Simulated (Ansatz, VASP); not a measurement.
**NbAs in VASP and in Ansatz**

File INCAR:

```
SYSTEM = NbAs
PREC = Accurate ; ENCUT = 600
EDIFF = 1E-6 ; ISMEAR = 0
SIGMA = 0.1 ; LREAL = .FALSE.
LASPH = .TRUE. ; NELM = 100
ALGO = Normal ; ISIF = 3
LWAVE = .FALSE. ; LCHARG = .FALSE.
GGA = PE ; IBRION = 2
NSW = 90 ; EDIFFG = -0.04
```

KPOINTS

```
regular mesh
0
G
  6 6 4
  0 0 0
```

File POSCAR:

```
NbAs
1.0
    4.1870000000      0.0000000000      0.0000000000
   -2.0935000000      3.6260483700      0.0000000000
    0.0000000000      0.0000000000      6.8889289600
Nb As
2 2
Direct
    0.3333333300      0.6666666700      0.3731349300
    0.6666666700      0.3333333300      0.8731349300
    0.3333333300      0.6666666700      0.0000000000
    0.6666666700      0.3333333300      0.5000000000
```

Input for Ansatz:

```yaml
crystal:
  lattice:
    - [4.187, 0.0, 0.0]
    - [-2.0935, 3.62604837, 0.0]
    - [0.0, 0.0, 6.88892896]
  atoms:
    - { symbol: Nb, position: [0.33333333, 0.66666667, 0.37313493] }
    - { symbol: Nb, position: [0.66666667, 0.33333333, 0.87313493] }
    - { symbol: As, position: [0.33333333, 0.66666667, 0.0] }
    - { symbol: As, position: [0.66666667, 0.33333333, 0.5] }
basis:
  ecutwfc: 420
kpoints:
  mp_grid: { grid: [6, 6, 4] }
hamiltonian:
  xc: pbe
scf:
  occupations: { method: gaussian, width: 0.1 }
  lower_state_search: "off"
output:
  forces: true
  stress: true
  eigenvalues: true
relax:
  adjacent_minimum: "off"
  f_tol: 0.04
  max_steps: 70
  cell: { stress_tol: 0.4 }
```

Alike in both runs: task relaxation of cell and atoms; functional PBE; k mesh 6 × 6 × 4; occupations gaussian, width 0.1 eV; no spin polarisation.

|  | VASP | Ansatz |
| --- | --- | --- |
| version | VASP 6.6.1 | Ansatz 0.2.0 |
| potentials or method | VASP PAW PBE potentials, release 64 (Nb_sv, As), cutoff 600 eV | scalar-relativistic, plane waves, PAW |
| valence electrons in the cell | 36 | 56 |

```tsv
	VASP	Ansatz	Ansatz less VASP
gap on the k mesh at the Fermi level, each at its own relaxed structure (eV)	none	none	-
relaxed volume (Å³/atom)	21.06	21.07	+0.014
relaxed cell length with the largest relative difference (Å)	8.316	8.304	-0.0114
```

A gap of «none» marks a metal or a gap that the smearing closes. VASP's potentials hold 36 valence electrons a cell and Ansatz's 56, so a difference there can come from the potentials and not from the codes.

Noted on VASP's run: the volume moved by over 15 % at a fixed basis, so the end points are rough.
